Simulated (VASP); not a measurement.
Input of a VASP 6.6.1 run:

The input INCAR:

```
SYSTEM = Bi
PREC = Accurate
ENCUT = 600
EDIFF = 1E-6
ISMEAR = 0
SIGMA = 0.1
LREAL = .False.
LASPH = .True.
NELM = 60
ALGO = Fast
ISIF = 3
LWAVE = .False.
LCHARG = .False.
GGA = PS
IBRION = 2
NSW = 90
EDIFFG = -0.04
```

KPOINTS

```
regular mesh
0
Gamma
  6 6 6
  0 0 0
```

The input POSCAR:

```
Bi
1.0
    2.2354450467      1.2906347995      4.1453648247
   -2.2354450467      1.2906347995      4.1453648247
    0.0000000000     -2.5812695989      4.1453648247
Bi
2
Direct
    0.2275400000      0.2275400000      0.2275400000
    0.7724600000      0.7724600000      0.7724600000
```

Potentials or basis: VASP PAW PBE potentials, release 64 (Bi_d).

Command:

```sh
$ cat potpaw_PBE.64/Bi_d/POTCAR > POTCAR
$ mpirun -np 1 vasp_std > vasp.out
```

What does it give for the band gap on the k mesh?

Zero (band 15 reaches 6.28 eV, above the bottom of band 16 at 6.09 eV).

Predict the space group after relaxing (to 0.05 Å).

R-3m (No. 166).

What does it give for the relaxed volume?

34.58 Å³/atom.

Final structure:
```cif
data_structure
_symmetry_space_group_name_H-M 'P 1'
_symmetry_Int_Tables_number 1
_cell_length_a 4.7077
_cell_length_b 4.7077
_cell_length_c 4.7077
_cell_angle_alpha 57.282
_cell_angle_beta 57.282
_cell_angle_gamma 57.282
_cell_volume 69.16
loop_
_atom_site_label
_atom_site_type_symbol
_atom_site_fract_x
_atom_site_fract_y
_atom_site_fract_z
_atom_site_occupancy
Bi1 Bi 0.23519 0.23519 0.23519 1
Bi2 Bi 0.76481 0.76481 0.76481 1
```

Caveat: the PAW data sets were made with another functional, which shifts forces and pressure a little; spin-orbit coupling is left out, which moves the levels of the heavy elements.
